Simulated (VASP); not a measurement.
# Pt (Fm-3m) in VASP: further runs

Runs on Pt. Level: PBEsol+D4. Tasks: single point.

Program: VASP 6.6.1. These are calculated values, not measurements. Logs are shortened: lines on timing, memory, paths and dates and some standing lists are left out, and cuts for length are marked.

## Step 1: The cell of the first run

It takes space group Fm-3m (No. 225, cubic). Conventional cell: a = 3.920 Å, b = 3.920 Å, c = 3.920 Å, α = 90.00°, β = 90.00°, γ = 90.00°. Pt (site symmetry m-3m) has 12 Pt at 2.77 Å within 3.7 Å.

## Step 2: Single point, PBEsol+D4

Input file INCAR:

```
SYSTEM = Pt
PREC     = Accurate       ! precision mode
ENCUT    = 500            ! plane-wave cutoff, eV
EDIFF    = 1E-6           ! SCF threshold, eV
ISMEAR   = 0              ! smearing method
SIGMA    = 0.1            ! smearing width, eV
LREAL    = .FALSE.        ! projectors in reciprocal space
LASPH    = .TRUE.         ! aspherical terms in the spheres
NELM     = 120            ! most SCF steps
ALGO     = Normal         ! electronic algorithm
ISIF     = 2              ! what is computed and relaxed
LWAVE    = .FALSE.        ! write WAVECAR
LCHARG   = .FALSE.        ! write CHGCAR
GGA      = PS             ! functional
IVDW     = 13             ! dispersion correction
NBANDS   = 11             ! bands
GGA_COMPAT= .FALSE.
```

Input file KPOINTS:

```
Automatic mesh
0
G
  8 8 8
  0 0 0
```

Input file POSCAR:

```
Pt
1.0
    0.0000000000      1.9600000000      1.9600000000
    1.9600000000      0.0000000000      1.9600000000
    1.9600000000      1.9600000000      0.0000000000
Pt
1
Direct
    0.0000000000      0.0000000000      0.0000000000
```

Potentials or basis: VASP PAW PBE potentials, release 64 (Pt).

On the command line:

```bash
> cat potpaw_PBE.64/Pt/POTCAR > POTCAR
> mpirun -np 1 vasp_std > vasp.out
```

OUTCAR:

```text
SYSTEM = Pt
   PREC = Accurate
   ENCUT = 500
   EDIFF = 1E-6
   ISMEAR = 0
   LREAL = .FALSE.
   LASPH = .TRUE.
   NELM = 120
   ISIF = 2
   GGA = PS
   IVDW = 13

 ion  position               nearest neighbor table
   1  0.000  0.000  0.000-

  LATTYP: Found a face centered cubic cell.
 ALAT       =     3.9200000000

  Lattice vectors:

 A1 = (   0.0000000000,   1.9600000000,   1.9600000000)
 A2 = (   1.9600000000,   0.0000000000,   1.9600000000)
 A3 = (   1.9600000000,   1.9600000000,   0.0000000000)

Analysis of symmetry for initial positions (statically):
=====================================================================
 Subroutine PRICEL returns:
 Original cell was already a primitive cell.

 Routine SETGRP: Setting up the symmetry group for a
 face centered cubic supercell.

 Subroutine GETGRP returns: Found 48 space group operations
 (whereof 48 operations were pure point group operations)
 out of a pool of 48 trial point group operations.

The static configuration has the point symmetry O_h .

Analysis of symmetry for dynamics (positions and initial velocities):
=====================================================================
 Subroutine PRICEL returns:
 Original cell was already a primitive cell.

 Routine SETGRP: Setting up the symmetry group for a
 face centered cubic supercell.

 Subroutine GETGRP returns: Found 48 space group operations
 (whereof 48 operations were pure point group operations)
 out of a pool of 48 trial point group operations.

The dynamic configuration has the point symmetry O_h .

 Subroutine INISYM returns: Found 48 space group operations
 (whereof 48 operations are pure point group operations),
 and found     1 'primitive' translations

----------------------------------------------------------------------------------------

                                     Primitive cell

  volume of cell :      15.0591

  direct lattice vectors                    reciprocal lattice vectors
     0.000000000  1.960000000  1.960000000    -0.255102041  0.255102041  0.255102041
     1.960000000  0.000000000  1.960000000     0.255102041 -0.255102041  0.255102041
     1.960000000  1.960000000  0.000000000     0.255102041  0.255102041 -0.255102041

  length of vectors
     2.771858582  2.771858582  2.771858582     0.441849696  0.441849696  0.441849696

  position of ions in fractional coordinates (direct lattice)
     0.000000000  0.000000000  0.000000000

  ion indices of the primitive-cell ions
   primitive index   ion index
                 1           1

----------------------------------------------------------------------------------------

 KPOINTS: Automatic mesh

Automatic generation of k-mesh.
 Grid dimensions read from file:
 generate k-points for:    8    8    8

 Generating k-lattice:

  Cartesian coordinates                     Fractional coordinates (reciprocal lattice)
    -0.031887755  0.031887755  0.031887755     0.125000000  0.000000000  0.000000000
     0.031887755 -0.031887755  0.031887755     0.000000000  0.125000000  0.000000000
     0.031887755  0.031887755 -0.031887755     0.000000000  0.000000000  0.125000000

  Length of vectors
     0.055231212  0.055231212  0.055231212

  Shift w.r.t. Gamma in fractional coordinates (k-lattice)
     0.000000000  0.000000000  0.000000000

 Subroutine IBZKPT returns following result:
 ===========================================

 Found     29 irreducible k-points:

 Following reciprocal coordinates:
            Coordinates               Weight
  0.000000  0.000000  0.000000      1.000000
  0.125000  0.000000  0.000000      8.000000
  0.250000  0.000000  0.000000      8.000000
  0.375000  0.000000  0.000000      8.000000
  0.500000  0.000000  0.000000      4.000000
  0.125000  0.125000  0.000000      6.000000
[... 16 lines left out ...]
  0.500000  0.250000  0.125000     48.000000
 -0.375000  0.250000  0.125000     24.000000
 [... further k-points ...]
   k-points           NKPTS =     29   k-points in BZ     NKDIM =     29   number of bands    NBANDS=     11
   number of dos      NEDOS =    301   number of ions     NIONS =      1
   total plane-waves  NPLWV =   8000
   dimension x,y,z NGX =    20 NGY =   20 NGZ =   20
   dimension x,y,z NGXF=    40 NGYF=   40 NGZF=   40
   ions per type =               1
   NGX,Y,Z   is equivalent  to a cutoff of  12.00, 12.00, 12.00 a.u.
   NGXF,Y,Z  is equivalent  to a cutoff of  23.99, 23.99, 23.99 a.u.
 SYSTEM =  Pt
   PREC   = accura    normal or accurate (medium, high low for compatibility)
   ISTART =      0    job   : 0-new  1-cont  2-samecut
   ICHARG =      2    charge: 1-file 2-atom 10-const
   ISPIN  =      1    spin polarized calculation?
   LNONCOLLINEAR =      F non collinear calculations
   LSORBIT =      F    spin-orbit coupling
   LASPH  =      T    aspherical Exc in radial PAW
   ENCUT  =  500.0 eV  36.75 Ry    6.06 a.u.   5.05  5.05  5.05*2*pi/ulx,y,z
   NELM   =    120;   NELMIN=  2; NELMDL= -5     # of ELM steps
   EDIFF  = 0.1E-05   stopping-criterion for ELM
   LREAL  =      F    real-space projection
   EDIFFG = 0.1E-04   stopping-criterion for IOM
   NSW    =      0    number of steps for IOM
   IBRION =     -1    ionic relax: 0-MD 1-quasi-New 2-CG
   NFREE  =      0    steps in history (QN), initial steepest desc. (CG)
   ISIF   =      2    stress and relaxation
   ISYM   =      2    0-nonsym 1-usesym 2-fastsym
   POTIM  = 0.5000    time-step for ionic-motion
   TEBEG  =    0.0;   TEEND  =   0.0 temperature during run
   PSTRESS=    0.0 pullay stress
   NELECT =      10.0000    total number of electrons
   NUPDOWN=      -1.0000    fix difference up-down
   EMIN   =  10.00;   EMAX   =-10.00  energy-range for DOS
   EFERMI =   0.00;   METHOD = LEGACY
   ISMEAR =     0;   SIGMA  =   0.10  broadening in eV -4-tet -1-fermi 0-gaus
   EFERMI_NEDOS =   21; number of points for ismear=-14 and -15
   IALGO  =     38    algorithm
   IMIX   =      4    mixing-type and parameters
     AMIX     =   0.40;   BMIX     =  1.00
     AMIX_MAG =   1.60;   BMIX_MAG =  1.00
  volume/ion in A,a.u.               =      15.06       101.62
  Fermi-wavevector in a.u.,A,eV,Ry     =   1.428265  2.699029 27.755077  2.039941
  Thomas-Fermi vector in A             =   2.548345
   LORBIT       =      0    0 simple, 1 ext, 2 COOP (PROOUT), +10 PAW based schemes
   GGA     = PS    functional components
   LHFCALC =     F    Hartree Fock is set to
   AEXX    =    0.0000 exact exchange contribution
   IVDW    =    13    specifies the selected vdW correction
   LEPSILON=     F    determine dielectric tensor
   LRPA    =     F    only Hartree local field effects (RPA)
 non-spin polarized calculation
 Gauss-broadening in eV      SIGMA  =   0.10
  energy-cutoff  :      500.00
  volume of cell :       15.06
 maximum number of plane-waves:       392
   NGX = 11   NGY = 11   NGZ = 11

 number of electron      10.0000001 magnetization

 Free energy of the ion-electron system (eV)
  ---------------------------------------------------
  ext. energy  EPLUGINS =         0.00000000
  ---------------------------------------------------
  free energy    TOTEN  =        -6.95641454 eV

  energy without entropy =       -6.94757118  energy(sigma->0) =       -6.95199286

 E-fermi :  11.0578     XC(G=0): -13.6426

 val. band max:       10.9150774194   @ k =  -0.3750   0.3750   0.0000
 cond. band min:      11.0588186252   @ k =  -0.2500   0.1250   0.0000
 fundamental gap:      0.1437412059
 Fermi energy:        11.0578368505

 k-point     1 :       0.0000    0.0000    0.0000
  band No.  band energies     occupation
      1       0.8129      2.00000
      2       7.2836      2.00000
      3       7.2836      2.00000
      4       7.2836      2.00000
      5       9.4616      2.00000
      6       9.4616      2.00000
      7      25.7503      0.00000
      8      30.7132      0.00000
      9      30.7132      0.00000
     10      30.7132      0.00000
     11      36.0255      0.00000

 k-point     2 :       0.1250    0.0000    0.0000
  band No.  band energies     occupation
      1       1.4247      2.00000
      2       7.0394      2.00000
      3       7.5038      2.00000
      4       7.5038      2.00000
      5       9.3596      2.00000
      6       9.3596      2.00000
      7      26.6448      0.00000
      8      28.2389      0.00000
      9      31.6539      0.00000
     10      31.6539      0.00000
     11      37.3412      0.00000

 k-point     3 :       0.2500    0.0000    0.0000
  band No.  band energies     occupation
      1       2.8653      2.00000
      2       6.9265      2.00000
      3       7.6613      2.00000
      4       7.6614      2.00000
      5       9.6351      2.00000
      6       9.6351      2.00000
      7      24.3869      0.00000
      8      27.4883      0.00000
      9      33.7492      0.00000
     10      33.7492      0.00000
     11      34.6217      0.00000

 k-point     4 :       0.3750    0.0000    0.0000
  band No.  band energies     occupation
      1       3.6749      2.00000
      2       7.3829      2.00000
      3       7.3829      2.00000
      4       8.5652      2.00000
      5      10.5963      2.00000
      6      10.5963      2.00000
      7      19.8601      0.00000
      8      26.0036      0.00000
      9      31.4957      0.00000
     10      31.4957      0.00000
     11      37.5407      0.00000
[... 239 lines left out ...]
 k-point    22 :       0.3750    0.2500    0.1250
  band No.  band energies     occupation
      1       4.1505      2.00000
      2       5.9580      2.00000
      3       7.2713      2.00000
      4       8.9501      2.00000
      5       9.0422      2.00000
      6      11.1095      0.46475
      7      24.5997      0.00000
      8      26.8388      0.00000
      9      29.0580      0.00000
     10      31.3344      0.00000
     11      35.3713      0.00000

 k-point    23 :       0.5000    0.2500    0.1250
  band No.  band energies     occupation
      1       4.9846      2.00000
      2       6.4576      2.00000
      3       6.7454      2.00000
      4       8.6594      2.00000
      5      10.3476      2.00000
      6      13.0123      0.00000
      7      20.3455      0.00000
      8      25.4825      0.00000
      9      27.3203      0.00000
     10      31.5875      0.00000
     11      35.4153      0.00000

 k-point    24 :      -0.3750    0.2500    0.1250
  band No.  band energies     occupation
      1       5.0110      2.00000
      2       6.2551      2.00000
      3       7.6162      2.00000
      4       8.3956      2.00000
      5      10.8994      1.97491
      6      15.5022      0.00000
      7      16.5888      0.00000
      8      25.8104      0.00000
      9      26.1804      0.00000
     10      30.2627      0.00000
     11      37.3203      0.00000

 [... further k-points ...]

------------------------ aborting loop because EDIFF is reached ----------------------------------------

  DFT-D4 for vdW energy calculation

  Edisp (eV):   -0.45145

  FORCE on cell =-STRESS in cart. coord.  units (eV):
  Direction    XX          YY          ZZ          XY          YZ          ZX
  --------------------------------------------------------------------------------------
  -------------------------------------------------------------------------------------
  Total      -0.54479    -0.54479    -0.54479     0.00000     0.00000     0.00000
  in kB     -57.96184   -57.96184   -57.96184     0.00000     0.00000     0.00000
  external pressure =      -57.96 kB  Pullay stress =        0.00 kB

 VOLUME and BASIS-vectors are now :
 -----------------------------------------------------------------------------
  energy-cutoff  :      500.00
  volume of cell :       15.06
      direct lattice vectors                 reciprocal lattice vectors
     0.000000000  1.960000000  1.960000000    -0.255102041  0.255102041  0.255102041
     1.960000000  0.000000000  1.960000000     0.255102041 -0.255102041  0.255102041
     1.960000000  1.960000000  0.000000000     0.255102041  0.255102041 -0.255102041

 POSITION                                       TOTAL-FORCE (eV/Angst)
 -----------------------------------------------------------------------------------
      0.00000      0.00000      0.00000         0.000000     -0.000000      0.000000
 -----------------------------------------------------------------------------------
    total drift:                                0.000000      0.000000      0.000000

  FREE ENERGIE OF THE ION-ELECTRON SYSTEM (eV)
  ---------------------------------------------------
  free  energy   TOTEN  =        -7.4078687456 eV

  energy  without entropy=       -7.3990253831  energy(sigma->0) =       -7.40344706
```

Wall time 9.4 s (1 thread of Intel Xeon 8259CL, shared host); peak memory 0.13 GiB.

Results:

- Free energy: -7.4079 eV
- Pressure: -5.8 GPa
- Band gap on the k mesh: zero (bands 5 and 6 overlap by 2.23 eV)
- Dispersion energy per atom: -0.451 eV

Levels at points of the mesh, in eV from the Fermi level:
```
           k point  band 2  band 3  band 4  band 5  band 6  band 7  band 8  band 9
(0.00, 0.00, 0.00)   -3.77   -3.77   -3.77   -1.60   -1.60   14.69   19.66   19.66
(0.50, 0.00, 0.00)   -3.83   -3.83   -0.49    0.08    0.08    5.86   14.25   19.02
(0.50, 0.50, 0.00)   -6.62    0.05    0.53    0.53    1.77    8.89   11.40   11.40
```

Caveat: the cell stands under tension; the PAW data sets were made with another functional, which shifts forces and pressure a little; spin-orbit coupling is left out, which moves the levels of the heavy elements.

## Step 3: Single point, PBEsol+D4

This run uses another cell than the first one, of 14.81 Å³/atom.

Input file INCAR:

```
PREC = Accurate
ENCUT = 500
EDIFF = 1E-6
ISMEAR = 0
SIGMA = 0.1
LREAL = False
LASPH = True
NELM = 120
ALGO = Normal
ISIF = 2
LWAVE = False
LCHARG = False
GGA = PS
IVDW = 13
NBANDS = 11
GGA_COMPAT = False
```

Input file KPOINTS:

```
Automatic mesh
0
Gamma
  18 18 18
```

Input file POSCAR:

```
Pt
1.0
    0.0000000000      1.9492986180      1.9492986180
    1.9492986180      0.0000000000      1.9492986180
    1.9492986180      1.9492986180      0.0000000000
Pt
1
Direct
    0.0000000000      0.0000000000      0.0000000000
```

Potentials or basis: VASP PAW PBE potentials, release 64 (Pt).

On the command line:

```bash
> cat potpaw_PBE.64/Pt/POTCAR > POTCAR
> mpirun -np 1 vasp_std > vasp.out
```

Wall time 36 s (1 thread of Intel Xeon 8259CL, shared host); peak memory 0.15 GiB.

The run converged. Its results:

```yaml
Free_energy: -7.4210 eV
Pressure: -0.4 GPa
Band_gap_on_the_k_mesh: zero (bands 5 and 6 overlap by 2.30 eV)
Dispersion_energy_per_atom: -0.458 eV
```

Levels at points of the mesh, in eV from the Fermi level:
```tsv
k point	band 1	band 2	band 3	band 4	band 5	band 6	band 7	band 8	band 9	band 10
(0.00, 0.00, 0.00)	-10.50	-3.92	-3.92	-3.92	-1.68	-1.68	14.57	19.63	19.63	19.63
(0.50, 0.00, 0.00)	-7.56	-3.98	-3.98	-0.63	0.04	0.04	5.94	14.13	19.06	19.06
(0.50, 0.50, 0.00)	-7.31	-6.84	0.02	0.51	0.51	1.67	9.02	11.39	11.39	20.31
```

Caveat: the PAW data sets were made with another functional, which shifts forces and pressure a little; spin-orbit coupling is left out, which moves the levels of the heavy elements.

The gap in the log of VASP goes by the Fermi energy; the results here count the filled bands.